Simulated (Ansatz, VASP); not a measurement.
# Te2Mo: VASP beside Ansatz

```
Te Mo
1.0
     3.70264    0.00000    0.00000
    -1.85132    3.20658    0.00000
     0.00000    0.00000   16.12213
Te Mo
2 1
Direct
  0.33333 0.66667 0.89786
  0.33333 0.66667 0.10214
  0.00000 0.00000 0.00000
```

Change from the starting cell: strain +0.040 along x and y, -0.080 along z, atoms carried along.

Alike in both runs: task single point; functional r2SCAN; k mesh 12 × 12 × 2; occupations gaussian, width 0.05 eV; no spin polarisation.

```csv
,VASP,Ansatz
version,VASP 6.6.1,Ansatz 0.2.0
potentials or method,"VASP PAW PBE potentials, release 64 (Te, Mo_sv), cutoff 520 eV","scalar-relativistic, plane waves, PAW"
valence electrons in the cell,26,46
```

Ansatz gave:

| Item | Value |
| --- | --- |
| gap on the k mesh at the Fermi level (eV) | 0.39 |
| least direct gap on the mesh (eV) | 0.75 |
| rms of the force components (eV/Å) | 0.717 |

Q: Estimate VASP's values.

A: gap on the k mesh at the Fermi level (eV): 0.37; least direct gap on the mesh (eV): 0.75; rms of the force components (eV/Å): 0.736.

VASP's potentials were made for PBE, not for r2SCAN. Atom by atom the forces differ by 0.019 eV/Å (rms over components). With one functional, cell and mesh, what is left measures potentials, basis and numerics. VASP's potentials hold 26 valence electrons a cell and Ansatz's 46, so a difference there can come from the potentials and not from the codes.

Neither program's run includes spin-orbit coupling.
